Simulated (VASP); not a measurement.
# Pb (Fm-3m) in VASP: notebook, part 2 of 2

VASP 6.6.1.

### 3 Single point, r2SCAN

This run uses another cell than the first one, of 32.05 Å³/atom, 1.008 times its volume.

POSCAR

```
Pb
1.0
    0.0000000000      2.5212142544      2.5212142544
    2.5212142544      0.0000000000      2.5212142544
    2.5212142544      2.5212142544      0.0000000000
Pb
1
Direct
    0.0000000000      0.0000000000      0.0000000000
```

INCAR.step1

```
SYSTEM = Pb
ALGO = Normal ; EDIFF = 1E-4
ENCUT = 520 ; GGA = PE
ISMEAR = 0 ; LASPH = .True.
LCHARG = .False. ; LREAL = .False.
LWAVE = .True. ; NBANDS = 13
NELM = 100 ; PREC = Accurate
SIGMA = 0.05
```

INCAR.step2

```
SYSTEM = Pb
ALGO = Normal ; EDIFF = 1E-6
ENCUT = 520 ; ISIF = 2
ISMEAR = 0 ; ISTART = 1
LASPH = .True. ; LCHARG = .False.
LMIXTAU = .True. ; LREAL = .False.
LWAVE = .False. ; METAGGA = R2SCAN
NBANDS = 13 ; NELM = 100
PREC = Accurate ; SIGMA = 0.05
```

KPOINTS

```
k-points
0
Gamma
  14 14 14
  0 0 0
```

Potentials or basis: VASP PAW PBE potentials, release 64 (Pb_d).

The run is started by

```bash
cat potpaw_PBE.64/Pb_d/POTCAR > POTCAR
cp INCAR.step1 INCAR
mpirun -np 1 vasp_std > vasp.out
cp INCAR.step2 INCAR
mpirun -np 1 vasp_std > vasp.out
```

OUTCAR:

```text
SYSTEM = Pb
   EDIFF = 1E-6
   ENCUT = 520
   ISIF = 2
   ISMEAR = 0
   ISTART = 1
   LASPH = .True.
   LREAL = .False.
   METAGGA = R2SCAN
   NELM = 100
   PREC = Accurate

 ion  position               nearest neighbor table
   1  0.000  0.000  0.000-

  LATTYP: Found a face centered cubic cell.
 ALAT       =     5.0424285088

  Lattice vectors:

 A1 = (   0.0000000000,   2.5212142544,   2.5212142544)
 A2 = (   2.5212142544,   0.0000000000,   2.5212142544)
 A3 = (   2.5212142544,   2.5212142544,   0.0000000000)

Analysis of symmetry for initial positions (statically):
=====================================================================
 Subroutine PRICEL returns:
 Original cell was already a primitive cell.

 Routine SETGRP: Setting up the symmetry group for a
 face centered cubic supercell.

 Subroutine GETGRP returns: Found 48 space group operations
 (whereof 48 operations were pure point group operations)
 out of a pool of 48 trial point group operations.

The static configuration has the point symmetry O_h .

Analysis of symmetry for dynamics (positions and initial velocities):
=====================================================================
 Subroutine PRICEL returns:
 Original cell was already a primitive cell.

 Routine SETGRP: Setting up the symmetry group for a
 face centered cubic supercell.

 Subroutine GETGRP returns: Found 48 space group operations
 (whereof 48 operations were pure point group operations)
 out of a pool of 48 trial point group operations.

The dynamic configuration has the point symmetry O_h .

 Subroutine INISYM returns: Found 48 space group operations
 (whereof 48 operations are pure point group operations),
 and found     1 'primitive' translations

----------------------------------------------------------------------------------------

                                     Primitive cell

[... 109 lines left out ...]
  volume/ion in A,a.u.               =      32.05       216.30
  Fermi-wavevector in a.u.,A,eV,Ry     =   1.242122  2.347271 20.991997  1.542868
  Thomas-Fermi vector in A             =   2.376491
   LORBIT       =      0    0 simple, 1 ext, 2 COOP (PROOUT), +10 PAW based schemes
   METAGGA = R2SCAN    functional components
   LHFCALC =     F    Hartree Fock is set to
   AEXX    =    0.0000 exact exchange contribution
   IVDW    =     0    specifies the selected vdW correction
   LEPSILON=     F    determine dielectric tensor
   LRPA    =     F    only Hartree local field effects (RPA)
 non-spin polarized calculation
 Gauss-broadening in eV      SIGMA  =   0.05
  energy-cutoff  :      520.00
  volume of cell :       32.05
 maximum number of plane-waves:       886
   NGX = 13   NGY = 13   NGZ = 13

 number of electron      14.0000003 magnetization

 Free energy of the ion-electron system (eV)
  ---------------------------------------------------
  ext. energy  EPLUGINS =         0.00000000
  ---------------------------------------------------
  free energy    TOTEN  =       -56.28032634 eV

  energy without entropy =      -56.27953837  energy(sigma->0) =      -56.27993236

 E-fermi :   6.6311     XC(G=0): -10.6272

 val. band max:        6.6110284618   @ k =   0.3571   0.2143   0.0000
 cond. band min:       6.6320345690   @ k =   0.3571   0.2857   0.0000
 fundamental gap:      0.0210061072
 Fermi energy:         6.6311126565

 k-point     1 :       0.0000    0.0000    0.0000
  band No.  band energies     occupation
      1     -11.0682      2.00000
      2     -11.0682      2.00000
      3     -11.0682      2.00000
      4     -10.9434      2.00000
      5     -10.9434      2.00000
      6      -5.3011      2.00000
      7      13.8937      0.00000
      8      13.8937      0.00000
      9      13.8937      0.00000
     10      16.9941      0.00000
     11      18.1718      0.00000
     12      19.3144      0.00000
     13      19.3144      0.00000
[... 354 lines left out ...]
  band No.  band energies     occupation
      1     -11.1041      2.00000
      2     -11.0155      2.00000
      3     -10.9903      2.00000
      4     -10.9515      2.00000
      5     -10.8797      2.00000
      6      -3.8888      2.00000
      7       7.8217      0.00000
      8      11.2955      0.00000
      9      11.5058      0.00000
     10      15.4651      0.00000
     11      17.0038      0.00000
     12      20.5534      0.00000
     13      21.4671      0.00000

 [... further k-points ...]
[... 5 lines left out ...]
  --------------------------------------------------------------------------------------
  -------------------------------------------------------------------------------------
  Total       -0.2293647     -0.2293647     -0.2293647     -0.0000000     -0.0000000      0.0000000
  in kB      -11.4651001    -11.4651001    -11.4651001     -0.0000000     -0.0000000      0.0000000
  external PRESSURE =     -11.4651001 kB  Pullay stress =       0.0000000 kB

 VOLUME and BASIS-vectors are now :
 -----------------------------------------------------------------------------
  energy-cutoff  :      520.00
  volume of cell :       32.05
      direct lattice vectors                 reciprocal lattice vectors
     0.000000000  2.521214254  2.521214254    -0.198317140  0.198317140  0.198317140
     2.521214254  0.000000000  2.521214254     0.198317140 -0.198317140  0.198317140
     2.521214254  2.521214254  0.000000000     0.198317140  0.198317140 -0.198317140

 POSITION                                       TOTAL-FORCE (eV/Angst)
 -----------------------------------------------------------------------------------
      0.00000      0.00000      0.00000        -0.000000     -0.000000      0.000000
 -----------------------------------------------------------------------------------
    total drift:                               -0.000000      0.000000     -0.000000

  FREE ENERGIE OF THE ION-ELECTRON SYSTEM (eV)
  ---------------------------------------------------
  free  energy   TOTEN  =       -56.2803263396 eV

  energy  without entropy=      -56.2795383744  energy(sigma->0) =      -56.27993236
```

Run time: 3.7 min. Hardware: 1 thread of AMD EPYC 7R13 (Zen 3), shared host; peak memory 0.16 GiB.

Results:

```yaml
Free_energy: -56.2803 eV
Pressure: -1.1 GPa
Band_gap_on_the_k_mesh: zero (band 7 reaches 13.89 eV, above the bottom of band 8 at 5.14 eV)
```

Levels at points of the mesh, in eV from the Fermi level:
```
           k point  band 5  band 6  band 7  band 8  band 9  band 10
(0.00, 0.00, 0.00)  -17.57  -11.93    7.26    7.26    7.26    10.36
(0.50, 0.00, 0.00)  -17.45   -8.44   -4.11    5.47    5.47     9.55
(0.50, 0.50, 0.00)  -17.42   -7.08   -3.25    2.04    2.04     5.73
```

Caveat: the PAW data sets were made with another functional, which shifts forces and pressure a little; spin-orbit coupling is left out, which moves the levels of the heavy elements.
